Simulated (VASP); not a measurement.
# C (P6_3/mmc) in VASP: a series of runs

C is run at these levels: PBE; tasks: single point, relaxation of cell and atoms.

All numbers are computed with VASP 6.6.1; they aren't measurements. Logs are shortened: lines on timing, memory, paths and dates and some standing lists are left out, and cuts for length are marked.

## (1) The cell of the first run

It takes space group P6_3/mmc (No. 194, hexagonal). The conventional cell has a = 2.568 Å, b = 2.568 Å, c = 4.168 Å, α = 90.00°, β = 90.00°, γ = 120.00°. Within 3.4 Å of C (site symmetry -6m2) lie 12 C at 2.56 to 2.57 Å.

## (2) Single point, PBE

Contents of INCAR:

```
PREC = Accurate
ENCUT = 520
EDIFF = 1E-6
ISMEAR = 0
SIGMA = 0.1
LREAL = False
LASPH = True
NELM = 60
ALGO = Normal
ISIF = 2
LWAVE = False
LCHARG = False
GGA = PE
NBANDS = 11
```

Contents of KPOINTS:

```
Automatic mesh
0
Gamma
  9 9 4
```

Contents of POSCAR:

```
C
1.0
    2.5678482048      0.0000000000      0.0000000000
   -1.2839241024      2.2238217784      0.0000000000
    0.0000000000      0.0000000000      4.1677536284
C
2
Direct
    0.3333333333      0.6666666667      0.2500000000
    0.6666666667      0.3333333333      0.7500000000
```

Potentials or basis: VASP PAW PBE potentials, release 64 (C).

Run with:

```bash
> cat potpaw_PBE.64/C/POTCAR > POTCAR
> mpirun -np 1 vasp_std > vasp.out
```

OUTCAR:

```text
PREC = Accurate
   ENCUT = 520
   EDIFF = 1E-6
   ISMEAR = 0
   LREAL = False
   LASPH = True
   NELM = 60
   ISIF = 2
   GGA = PE

 ion  position               nearest neighbor table
   1  0.333  0.667  0.250-
   2  0.667  0.333  0.750-

  LATTYP: Found a hexagonal cell.
 ALAT       =     2.5678482048
 C/A-ratio  =     1.6230529595

  Lattice vectors:

 A1 = (   2.5678482048,   0.0000000000,   0.0000000000)
 A2 = (  -1.2839241024,   2.2238217784,   0.0000000000)
 A3 = (   0.0000000000,   0.0000000000,   4.1677536284)

Analysis of symmetry for initial positions (statically):
=====================================================================
 Subroutine PRICEL returns:
 Original cell was already a primitive cell.

 Routine SETGRP: Setting up the symmetry group for a
 hexagonal supercell.

 Subroutine GETGRP returns: Found 24 space group operations
 (whereof 12 operations were pure point group operations)
 out of a pool of 24 trial point group operations.

The static configuration has the point symmetry D_3d.
 The point group associated with its full space group is D_6h.

Analysis of symmetry for dynamics (positions and initial velocities):
=====================================================================
 Subroutine PRICEL returns:
 Original cell was already a primitive cell.

 Routine SETGRP: Setting up the symmetry group for a
 hexagonal supercell.

 Subroutine GETGRP returns: Found 24 space group operations
 (whereof 12 operations were pure point group operations)
 out of a pool of 24 trial point group operations.

The dynamic configuration has the point symmetry D_3d.
 The point group associated with its full space group is D_6h.

 Subroutine INISYM returns: Found 24 space group operations
 (whereof 12 operations are pure point group operations),
 and found     1 'primitive' translations

----------------------------------------------------------------------------------------

                                     Primitive cell

  volume of cell :      23.7997

  direct lattice vectors                    reciprocal lattice vectors
     2.567848205  0.000000000  0.000000000     0.389431119  0.224838161  0.000000000
    -1.283924102  2.223821778  0.000000000     0.000000000  0.449676323  0.000000000
     0.000000000  0.000000000  4.167753628     0.000000000  0.000000000  0.239937407

  length of vectors
     2.567848205  2.567848205  4.167753628     0.449676323  0.449676323  0.239937407

  position of ions in fractional coordinates (direct lattice)
     0.333333333  0.666666667  0.250000000
     0.666666667  0.333333333  0.750000000

  ion indices of the primitive-cell ions
   primitive index   ion index
                 1           1
                 2           2

----------------------------------------------------------------------------------------

 KPOINTS: Automatic mesh

Automatic generation of k-mesh.
 Grid dimensions read from file:
 generate k-points for:    9    9    4

 Generating k-lattice:

  Cartesian coordinates                     Fractional coordinates (reciprocal lattice)
     0.043270124  0.024982018  0.000000000     0.111111111  0.000000000  0.000000000
     0.000000000  0.049964036  0.000000000     0.000000000  0.111111111  0.000000000
     0.000000000  0.000000000  0.059984352     0.000000000  0.000000000  0.250000000

  Length of vectors
     0.049964036  0.049964036  0.059984352

  Shift w.r.t. Gamma in fractional coordinates (k-lattice)
     0.000000000  0.000000000  0.000000000

 Subroutine IBZKPT returns following result:
 ===========================================

 Found     36 irreducible k-points:

 Following reciprocal coordinates:
            Coordinates               Weight
  0.000000  0.000000  0.000000      1.000000
  0.111111  0.000000  0.000000      6.000000
  0.222222 -0.000000  0.000000      6.000000
  0.333333  0.000000  0.000000      6.000000
  0.444444 -0.000000  0.000000      6.000000
  0.111111  0.111111  0.000000      6.000000
[... 16 lines left out ...]
  0.333333  0.222222  0.250000     24.000000
  0.333333  0.333333  0.250000      4.000000
 [... further k-points ...]
   k-points           NKPTS =     36   k-points in BZ     NKDIM =     36   number of bands    NBANDS=     11
   number of dos      NEDOS =    301   number of ions     NIONS =      2
   total plane-waves  NPLWV =  12800
   dimension x,y,z NGX =    20 NGY =   20 NGZ =   32
   dimension x,y,z NGXF=    40 NGYF=   40 NGZF=   64
   ions per type =               2
   NGX,Y,Z   is equivalent  to a cutoff of  12.95, 12.95, 12.76 a.u.
   NGXF,Y,Z  is equivalent  to a cutoff of  25.90, 25.90, 25.53 a.u.
 SYSTEM =  unknown system
   PREC   = accura    normal or accurate (medium, high low for compatibility)
   ISTART =      0    job   : 0-new  1-cont  2-samecut
   ICHARG =      2    charge: 1-file 2-atom 10-const
   ISPIN  =      1    spin polarized calculation?
   LNONCOLLINEAR =      F non collinear calculations
   LSORBIT =      F    spin-orbit coupling
   LASPH  =      T    aspherical Exc in radial PAW
   ENCUT  =  520.0 eV  38.22 Ry    6.18 a.u.   4.77  4.77  7.75*2*pi/ulx,y,z
   NELM   =     60;   NELMIN=  2; NELMDL= -5     # of ELM steps
   EDIFF  = 0.1E-05   stopping-criterion for ELM
   LREAL  =      F    real-space projection
   EDIFFG = 0.1E-04   stopping-criterion for IOM
   NSW    =      0    number of steps for IOM
   IBRION =     -1    ionic relax: 0-MD 1-quasi-New 2-CG
   NFREE  =      0    steps in history (QN), initial steepest desc. (CG)
   ISIF   =      2    stress and relaxation
   ISYM   =      2    0-nonsym 1-usesym 2-fastsym
   POTIM  = 0.5000    time-step for ionic-motion
   TEBEG  =    0.0;   TEEND  =   0.0 temperature during run
   PSTRESS=    0.0 pullay stress
   NELECT =       8.0000    total number of electrons
   NUPDOWN=      -1.0000    fix difference up-down
   EMIN   =  10.00;   EMAX   =-10.00  energy-range for DOS
   EFERMI =   0.00;   METHOD = LEGACY
   ISMEAR =     0;   SIGMA  =   0.10  broadening in eV -4-tet -1-fermi 0-gaus
   EFERMI_NEDOS =   21; number of points for ismear=-14 and -15
   IALGO  =     38    algorithm
   IMIX   =      4    mixing-type and parameters
     AMIX     =   0.40;   BMIX     =  1.00
     AMIX_MAG =   1.60;   BMIX_MAG =  1.00
  volume/ion in A,a.u.               =      11.90        80.30
  Fermi-wavevector in a.u.,A,eV,Ry     =   1.138276  2.151030 17.628701  1.295673
  Thomas-Fermi vector in A             =   2.274981
   LORBIT       =      0    0 simple, 1 ext, 2 COOP (PROOUT), +10 PAW based schemes
   GGA     = PE    functional components
   LHFCALC =     F    Hartree Fock is set to
   AEXX    =    0.0000 exact exchange contribution
   IVDW    =     0    specifies the selected vdW correction
   LEPSILON=     F    determine dielectric tensor
   LRPA    =     F    only Hartree local field effects (RPA)
 non-spin polarized calculation
 Gauss-broadening in eV      SIGMA  =   0.10
  energy-cutoff  :      520.00
  volume of cell :       23.80
 maximum number of plane-waves:       652
 NGX is ok and might be reduce to    20
   NGX =  9   NGY =  9   NGZ = 15

 number of electron       8.0000000 magnetization

 Free energy of the ion-electron system (eV)
  ---------------------------------------------------
  ext. energy  EPLUGINS =         0.00000000
  ---------------------------------------------------
  free energy    TOTEN  =        -8.07786566 eV

  energy without entropy =       -8.07330694  energy(sigma->0) =       -8.07558630

 E-fermi :   2.2576     XC(G=0): -10.4374

 val. band max:        2.1833058352   @ k =   0.3333   0.0000   0.2500
 cond. band min:       2.3113636052   @ k =   0.3333   0.2222   0.0000
 fundamental gap:      0.1280577701
 Fermi energy:         2.2576078429

 k-point     1 :       0.0000    0.0000    0.0000
  band No.  band energies     occupation
      1     -11.3113      2.00000
      2      -6.0528      2.00000
      3      -2.4893      2.00000
      4       6.0626      0.00000
      5       6.0626      0.00000
      6       7.0218      0.00000
      7       7.0218      0.00000
      8       7.1247      0.00000
      9      19.5571      0.00000
     10      21.1223      0.00000
     11      24.3129      0.00000

 k-point     2 :       0.1111    0.0000    0.0000
  band No.  band energies     occupation
      1     -11.0129      2.00000
      2      -5.8193      2.00000
      3      -2.2013      2.00000
      4       5.0491      0.00000
      5       5.7090      0.00000
      6       6.4529      0.00000
      7       6.9681      0.00000
      8       7.0027      0.00000
      9      19.9580      0.00000
     10      21.0245      0.00000
     11      23.2703      0.00000

 k-point     3 :       0.2222   -0.0000    0.0000
  band No.  band energies     occupation
      1     -10.1296      2.00000
      2      -5.1617      2.00000
      3      -1.3624      2.00000
      4       2.7089      0.00000
      5       4.9435      0.00000
      6       4.9951      0.00000
      7       6.5634      0.00000
      8       6.7189      0.00000
      9      18.6812      0.00000
     10      20.5916      0.00000
     11      21.8389      0.00000

 k-point     4 :       0.3333    0.0000    0.0000
  band No.  band energies     occupation
      1      -8.7106      2.00000
      2      -4.3359      2.00000
      3      -0.0711      2.00000
      4       0.1934      2.00000
      5       2.9900      0.00000
      6       4.3362      0.00000
      7       5.6616      0.00000
      8       6.3812      0.00000
      9      16.9446      0.00000
     10      18.0688      0.00000
     11      21.7607      0.00000
[... 239 lines left out ...]
 k-point    22 :       0.2222    0.2222    0.2500
  band No.  band energies     occupation
      1      -7.5057      2.00000
      2      -4.8689      2.00000
      3      -0.0665      2.00000
      4       1.2103      2.00000
      5       2.7635      0.00000
      6       2.8684      0.00000
      7       4.3154      0.00000
      8       5.9042      0.00000
      9      17.3511      0.00000
     10      19.4178      0.00000
     11      21.4904      0.00000

 k-point    23 :       0.3333    0.2222    0.2500
  band No.  band energies     occupation
      1      -5.8980      2.00000
      2      -4.3663      2.00000
      3      -0.9002      2.00000
      4       0.2699      2.00000
      5       1.3817      2.00000
      6       3.1143      0.00000
      7       4.0659      0.00000
      8       5.3742      0.00000
      9      16.4635      0.00000
     10      19.6688      0.00000
     11      21.4427      0.00000

 k-point    24 :       0.3333    0.3333    0.2500
  band No.  band energies     occupation
      1      -4.7230      2.00000
      2      -4.7230      2.00000
      3      -0.4288      2.00000
      4       0.2785      2.00000
      5       0.2785      2.00000
      6       2.0575      1.99535
      7       4.7622      0.00000
      8       4.7622      0.00000
      9      16.2096      0.00000
     10      20.6647      0.00000
     11      21.6912      0.00000

 [... further k-points ...]
[... 5 lines left out ...]
  --------------------------------------------------------------------------------------
  -------------------------------------------------------------------------------------
  Total       -4.3261310     -4.3261310     -4.7217256      0.0000000      0.0000000      0.0000000
  in kB     -291.2318605   -291.2318605   -317.8629869      0.0000000      0.0000000      0.0000000
  external PRESSURE =    -300.1089026 kB  Pullay stress =       0.0000000 kB

 VOLUME and BASIS-vectors are now :
 -----------------------------------------------------------------------------
  energy-cutoff  :      520.00
  volume of cell :       23.80
      direct lattice vectors                 reciprocal lattice vectors
     2.567848205  0.000000000  0.000000000     0.389431119  0.224838161  0.000000000
    -1.283924102  2.223821778  0.000000000     0.000000000  0.449676323  0.000000000
     0.000000000  0.000000000  4.167753628     0.000000000  0.000000000  0.239937407

 POSITION                                       TOTAL-FORCE (eV/Angst)
 -----------------------------------------------------------------------------------
     -0.00000      1.48255      1.04194        -0.000000      0.000000      0.000000
      1.28392      0.74127      3.12582         0.000000     -0.000000      0.000000
 -----------------------------------------------------------------------------------
    total drift:                               -0.000000      0.000000      0.000000

  FREE ENERGIE OF THE ION-ELECTRON SYSTEM (eV)
  ---------------------------------------------------
  free  energy   TOTEN  =        -8.0778656611 eV

  energy  without entropy=       -8.0733069446  energy(sigma->0) =       -8.07558630
```

It took 4.6 s on 1 thread of Intel Xeon Platinum 8488C (Sapphire Rapids), shared host; peak memory 0.12 GiB.

What came out:

| Property | Result |
| --- | --- |
| Free energy | -8.0779 eV |
| Pressure | -30.0 GPa |
| Band gap on the k mesh | zero (band 4 reaches 6.06 eV, above the bottom of band 5 at 0.28 eV) |

Stress tensor (GPa, compression positive):
```
-29.12   0.00   0.00
  0.00 -29.12   0.00
  0.00   0.00 -31.79
```

Caveat: the k points lie up to 0.38 Å⁻¹ apart.

## (3) Relaxation of cell and atoms, PBE

This run uses another cell than the first one, of 6.78 Å³/atom, 0.570 times its volume.

Contents of INCAR:

```
ALGO = Normal ; EDIFF = 1E-6
EDIFFG = -0.04 ; ENCUT = 600
GGA = PE ; IBRION = 2
ISIF = 3 ; ISMEAR = 0
LASPH = T ; LCHARG = F
LREAL = F ; LWAVE = F
NELM = 80 ; NSW = 90
PREC = Accurate ; SIGMA = 0.1
```

Contents of KPOINTS:

```
k-points
0
Gamma
  9 9 6
```

Contents of POSCAR:

```
C
1.0
    2.1060709983      0.0000000000      0.0000000000
   -1.0530354991      1.8239109867      0.0000000000
    0.0000000000      0.0000000000      3.5288929165
C
2
Direct
    0.3333333333      0.6666666667      0.2500000000
    0.6666666667      0.3333333333      0.7500000000
```

Potentials or basis: VASP PAW PBE potentials, release 64 (C).

Run with:

```bash
> cat potpaw_PBE.64/C/POTCAR > POTCAR
> mpirun -np 1 vasp_std > vasp.out
```

OUTCAR:

```text
EDIFF = 1E-6
   EDIFFG = -0.04
   ENCUT = 600
   GGA = PE
   IBRION = 2
   ISIF = 3
   ISMEAR = 0
   LASPH = T
   LREAL = F
   NELM = 80
   NSW = 90
   PREC = Accurate

 ion  position               nearest neighbor table
   1  0.333  0.667  0.250-
   2  0.667  0.333  0.750-

  LATTYP: Found a hexagonal cell.
 ALAT       =     2.1060709983
 C/A-ratio  =     1.6755811743

  Lattice vectors:

 A1 = (   2.1060709983,   0.0000000000,   0.0000000000)
 A2 = (  -1.0530354991,   1.8239109867,   0.0000000000)
 A3 = (   0.0000000000,   0.0000000000,   3.5288929165)

Analysis of symmetry for initial positions (statically):
=====================================================================
 Subroutine PRICEL returns:
 Original cell was already a primitive cell.

 Routine SETGRP: Setting up the symmetry group for a
[... 438 lines left out ...]
 fundamental gap:      0.1586636201
 Fermi energy:         8.0539647666

 k-point     1 :       0.0000    0.0000    0.0000
  band No.  band energies     occupation
      1     -11.1559      2.00000
      2      -2.8694      2.00000
      3      -1.2178      2.00000
      4      15.1671      0.00000
      5      15.5967      0.00000
      6      15.5967      0.00000
      7      16.9421      0.00000
      8      16.9421      0.00000
[... 243 lines left out ...]
 k-point    24 :       0.3333    0.3333    0.1667
  band No.  band energies     occupation
      1       0.9804      2.00000
      2       0.9804      2.00000
      3       2.2633      2.00000
      4       6.0384      2.00000
      5       6.0384      2.00000
      6       6.7348      2.00000
      7      10.5810      0.00000
      8      10.5810      0.00000

 [... further k-points ...]

------------------------ aborting loop because EDIFF is reached ----------------------------------------

  FORCE on cell =-STRESS in cart. coord.  units (eV):
  Direction    XX          YY          ZZ          XY          YZ          ZX
  --------------------------------------------------------------------------------------
  -------------------------------------------------------------------------------------
  Total        0.0165471      0.0165471     -0.0148129      0.0000000     -0.0000000      0.0000000
  in kB        1.8860004      1.8860004     -1.6883459      0.0000000     -0.0000000      0.0000000
  external PRESSURE =       0.6945516 kB  Pullay stress =       0.0000000 kB
[... 17 lines left out ...]
  FREE ENERGIE OF THE ION-ELECTRON SYSTEM (eV)
  ---------------------------------------------------
  free  energy   TOTEN  =        -9.5243900715 eV

  energy  without entropy=       -9.5221689343  energy(sigma->0) =       -9.52327950

 reached required accuracy - stopping structural energy minimisation
```

Run time: 13 s. Hardware: 1 thread of Intel Xeon Platinum 8488C (Sapphire Rapids), shared host; peak memory 0.12 GiB.

What came out:

| Property | Result |
| --- | --- |
| Free energy | -9.5244 eV |
| Relaxed volume | 7.03 Å³/atom |
| Relaxed cell | a = 2.097 Å, b = 2.097 Å, c = 3.690 Å, α = 90.00°, β = 90.00°, γ = 120.00° |
| Space group after relaxing (to 0.05 Å) | P6_3/mmc (No. 194) |
| Energy gained by relaxing | 16.9 meV/atom |
| Ionic steps | 8 |
| Pressure after relaxing | 0.1 GPa |
| Band gap on the k mesh | zero (band 4 reaches 15.17 eV, above the bottom of band 5 at 4.08 eV) |

Stress tensor (GPa, compression positive):
```
 0.19  0.00  0.00
 0.00  0.19  0.00
 0.00  0.00 -0.17
```

The path:
```
step  energy change (eV)  largest force (eV/Å)  pressure (GPa)  volume (Å³)
   1              0.0000                0.0000            4.76        13.56
   2             -0.0274                0.0000            1.82        13.95
   3             -0.0229                0.0000           -4.44        14.51
   4             -0.0322                0.0000           -2.20        14.25
   5             -0.0321                0.0000            0.10        14.07
   6             -0.0332                0.0000           -1.20        14.17
   7             -0.0332                0.0000           -0.99        14.16
   8             -0.0337                0.0000            0.07        14.06
```

Final structure:
```yaml
crystal:
  lattice:
    - [2.09742, 0.00000, 0.00000]
    - [-1.04871, 1.81642, 0.00000]
    - [0.00000, 0.00000, 3.68969]
  atoms:
    - { symbol: C, position: [0.33333, 0.66667, 0.25000] }
    - { symbol: C, position: [0.66667, 0.33333, 0.75000] }
```

Caveat: the k points lie up to 0.38 Å⁻¹ apart in the final cell.

(Part 1 of 2 ends here.)
